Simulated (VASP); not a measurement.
Si62As (a cell with a defect): single point with PBE

System: Si62As (a cell with a defect).

```
CELL_PARAMETERS angstrom
10.86000 0.00000 0.00000
0.00000 10.86000 0.00000
0.00000 0.00000 10.86000
ATOMIC_POSITIONS crystal
Si 0.50241 0.00508 0.99983
Si 0.62614 0.12916 0.12710
Si 0.75091 0.25158 0.00068
Si 0.87262 0.37687 0.12838
Si 0.75023 0.00011 0.24926
Si 0.87458 0.12476 0.37489
Si 0.00160 0.00102 0.00050
Si 0.12663 0.12267 0.12845
Si 0.25044 0.24715 0.00208
Si 0.37531 0.37648 0.12478
Si 0.50067 0.50225 0.00059
Si 0.62731 0.62930 0.12253
Si 0.75486 0.75245 0.99992
Si 0.87918 0.87622 0.12685
Si 0.25297 0.99569 0.25298
Si 0.37529 0.12567 0.37559
Si 0.49945 0.25394 0.25270
Si 0.61062 0.38955 0.37957
Si 0.74569 0.50310 0.25310
Si 0.87584 0.62533 0.37561
Si 0.49989 0.99860 0.49863
Si 0.62471 0.12549 0.62333
Si 0.74464 0.25499 0.49874
Si 0.87369 0.37510 0.62434
Si 0.75124 0.00111 0.74899
Si 0.87538 0.12547 0.87526
Si 0.99706 0.50076 0.00202
Si 0.12645 0.62524 0.12493
Si 0.25215 0.75058 0.00056
Si 0.37922 0.87752 0.12217
Si 0.99932 0.24952 0.25085
Si 0.12458 0.37450 0.37635
Si 0.24640 0.49631 0.24851
Si 0.62446 0.87440 0.37173
Si 0.00487 0.99487 0.49864
Si 0.12501 0.12366 0.62450
Si 0.24999 0.24990 0.50115
Si 0.37164 0.37869 0.62573
Si 0.47303 0.52241 0.49932
Si 0.61953 0.62738 0.62296
Si 0.74848 0.74964 0.49864
Si 0.87552 0.87466 0.62307
Si 0.24976 0.99667 0.74749
Si 0.37506 0.12480 0.87160
Si 0.49992 0.25146 0.74814
Si 0.62452 0.37545 0.87530
Si 0.74665 0.49967 0.74741
Si 0.87461 0.62503 0.87152
Si 0.00392 0.74963 0.25267
Si 0.13956 0.86065 0.37969
Si 0.00012 0.50003 0.50118
Si 0.12891 0.62162 0.62583
Si 0.27256 0.72331 0.49953
Si 0.37764 0.86966 0.62290
Si 0.99944 0.24954 0.75012
Si 0.12201 0.37214 0.88063
Si 0.24676 0.49663 0.75667
Si 0.37533 0.62531 0.87501
Si 0.50300 0.75298 0.75445
Si 0.62852 0.87859 0.87768
Si 0.00139 0.74997 0.74805
Si 0.12545 0.87451 0.87518
As 0.48831 0.73892 0.25762
```

```yaml
Program: VASP 6.6.1
Task: single point
Functional: PBE
Potentials_or_basis: VASP PAW PBE potentials, release 64 (Si, As)
Cutoff: 520 eV
k_mesh: 1 × 1 × 1
Occupations: gaussian, width 0.02 eV
Spin: collinear spin
Dipole_correction: no
Further_INCAR_settings: LREAL = Auto; ALGO = Normal; EDIFF = 1e-07; NBANDS = 168
```

The pressure is 1.8 GPa and the largest force is 0.034 eV/Å. The net moment is 1.00 μB per cell. The site moments are Si -0.00, +0.00, +0.01, +0.16 (each value once); As +0.01 μB. The valence electrons inside the program's atomic spheres are Si 1.70, 1.69, 1.68, 1.67, 1.66, 1.61, 1.65 (each value once); As 2.79.

Forces in eV/Å, atoms in the order of the input:
```
Si   0.008  0.006 -0.009
Si  -0.001 -0.001  0.000
Si  -0.003 -0.009 -0.003
Si  -0.005 -0.002 -0.003
Si  -0.006  0.000 -0.002
Si   0.002  0.000 -0.013
Si  -0.010 -0.006 -0.001
Si   0.002 -0.001  0.000
Si   0.005 -0.005 -0.008
Si  -0.001 -0.007 -0.001
Si  -0.006 -0.001  0.002
Si  -0.003 -0.006 -0.001
Si   0.007 -0.004 -0.010
Si   0.003 -0.005  0.006
Si   0.010  0.000  0.003
Si   0.006 -0.002  0.003
Si  -0.001  0.011 -0.002
Si   0.004 -0.015 -0.019
Si   0.003  0.006  0.002
Si  -0.005  0.006  0.005
Si  -0.004 -0.003 -0.001
Si   0.001  0.004 -0.009
Si   0.010 -0.006  0.003
Si  -0.003  0.004 -0.004
Si   0.001  0.001 -0.002
Si   0.003  0.003  0.000
Si  -0.004 -0.013 -0.007
Si  -0.001  0.011 -0.001
Si  -0.003 -0.005  0.000
Si  -0.022  0.004  0.002
Si   0.004  0.003  0.001
Si   0.001  0.002  0.003
Si   0.000 -0.001  0.009
Si   0.013  0.016  0.011
Si   0.001  0.004  0.006
Si   0.008 -0.003 -0.008
Si  -0.010  0.001  0.004
Si   0.000  0.004 -0.005
Si  -0.003  0.013  0.031
Si  -0.003  0.008 -0.006
Si  -0.002 -0.001  0.001
Si  -0.005  0.001 -0.002
Si   0.001  0.002 -0.007
Si  -0.008  0.001  0.008
Si   0.001  0.003 -0.004
Si   0.006  0.004  0.002
Si   0.000 -0.005  0.002
Si   0.001  0.016  0.009
Si   0.015 -0.006  0.000
Si  -0.017  0.011 -0.028
Si   0.001 -0.007 -0.005
Si  -0.003  0.006 -0.003
Si   0.001 -0.016  0.022
Si   0.003  0.006  0.007
Si  -0.007 -0.004 -0.001
Si  -0.001  0.001  0.003
Si   0.001  0.000 -0.005
Si   0.001  0.002  0.011
Si   0.003  0.002 -0.011
Si  -0.005 -0.006  0.010
Si   0.003 -0.006 -0.003
Si   0.005  0.002  0.008
As   0.010 -0.016  0.009
```

Stress tensor (GPa, compression positive):
```
 1.48  1.07 -0.31
 1.07  1.49 -0.32
-0.31 -0.32  2.41
```

Levels at points of the mesh, in eV from the Fermi level:
Spin up:
```csv
k point,band 124,band 125,band 126,band 127,band 128,band 129,band 130,band 131
"(0.00, 0.00, 0.00)",-0.87,-0.78,-0.40,-0.12,0.17,0.17,0.21,0.24
```
Spin down:
```tsv
k point	band 124	band 125	band 126	band 127	band 128	band 129
(0.00, 0.00, 0.00)	-0.77	-0.75	-0.38	0.12	0.19	0.20
```

It took 27 min on 1 thread of Intel Xeon 8259CL (shared host), peak memory 1.4 GiB.

Caveat: the k points lie up to 0.58 Å⁻¹ apart.
